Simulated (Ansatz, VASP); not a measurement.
Given: the input of a run of Ansatz 0.2.0 on RuS2.

File input.yaml:

```yaml
crystal:
  lattice:
    - [5.7206397015, 0.0, 0.0]
    - [0.0, 5.7206397015, 0.0]
    - [0.0, 0.0, 5.7206397015]
  atoms:
    - { symbol: Ru, position: [0.0, 0.5, 0.5] }
    - { symbol: Ru, position: [0.5, 0.5, 0.0] }
    - { symbol: Ru, position: [0.5, 0.0, 0.5] }
    - { symbol: Ru, position: [0.0, 0.0, 0.0] }
    - { symbol: S, position: [0.38831, 0.11169, 0.88831] }
    - { symbol: S, position: [0.11169, 0.88831, 0.38831] }
    - { symbol: S, position: [0.88831, 0.38831, 0.11169] }
    - { symbol: S, position: [0.61169, 0.61169, 0.61169] }
    - { symbol: S, position: [0.61169, 0.88831, 0.11169] }
    - { symbol: S, position: [0.88831, 0.11169, 0.61169] }
    - { symbol: S, position: [0.11169, 0.61169, 0.88831] }
    - { symbol: S, position: [0.38831, 0.38831, 0.38831] }
kpoints:
  mp_grid: { grid: [5, 5, 5] }
scf:
  occupations: { method: fermi_dirac, width: 0.05 }
hamiltonian:
  xc: pbe
  pseudopotentials: { kind: all_electron, lapw: { basis_error: 0.001 } }
output:
  forces: true
  stress: true
  eigenvalues: true
```

Potentials or basis: all-electron LAPW, scalar-relativistic.

The run is started by

```sh
$ ansatz run input.yaml --threads 8 --pin off --max-ram 24576MiB --backend cpu --events-out ev --progress --plain --runs-dir out
```

**Question.** Translate it to VASP 6.6.1. Potentials there: VASP PAW PBE potentials, release 64 (Ru_pv, S).

**Answer.** As run (the cutoff follows the program's own potentials):

File INCAR:

```
SYSTEM = RuS2
PREC = Accurate ; ENCUT = 520
EDIFF = 1E-6 ; ISMEAR = -1
SIGMA = 0.05 ; LREAL = .FALSE.
LASPH = .TRUE. ; NELM = 60
ALGO = Normal ; ISIF = 2
LWAVE = .FALSE. ; LCHARG = .FALSE.
GGA = PE ; NBANDS = 64
```

Contents of KPOINTS:

```
regular mesh
0
G
  5 5 5
  0 0 0
```

The input POSCAR:

```
RuS2
1.0
    5.7206397015      0.0000000000      0.0000000000
    0.0000000000      5.7206397015      0.0000000000
    0.0000000000      0.0000000000      5.7206397015
Ru S
4 8
Direct
    0.0000000000      0.5000000000      0.5000000000
    0.5000000000      0.5000000000      0.0000000000
    0.5000000000      0.0000000000      0.5000000000
    0.0000000000      0.0000000000      0.0000000000
    0.3883100000      0.1116900000      0.8883100000
    0.1116900000      0.8883100000      0.3883100000
    0.8883100000      0.3883100000      0.1116900000
    0.6116900000      0.6116900000      0.6116900000
    0.6116900000      0.8883100000      0.1116900000
    0.8883100000      0.1116900000      0.6116900000
    0.1116900000      0.6116900000      0.8883100000
    0.3883100000      0.3883100000      0.3883100000
```

Potentials or basis: VASP PAW PBE potentials, release 64 (Ru_pv, S).

Launch:

```sh
$ cat potpaw_PBE.64/Ru_pv/POTCAR potpaw_PBE.64/S/POTCAR > POTCAR
$ mpirun -np 1 vasp_std > vasp.out
```

Both were run:

|  | VASP | Ansatz | Ansatz less VASP |
| --- | --- | --- | --- |
| gap on the k mesh at the Fermi level (eV) | 0.76 | 0.76 | +0.002 |
| least direct gap on the mesh (eV) | 0.95 | 0.95 | +0.002 |
| pressure (GPa) | -6.2 | -5.9 | +0.26 |
| rms of the force components (eV/Å) | 0.087 | 0.107 | +0.0197 |

Atom by atom the forces differ by 0.020 eV/Å (rms over components). Ansatz ran all-electron here, and VASP with PAW potentials.
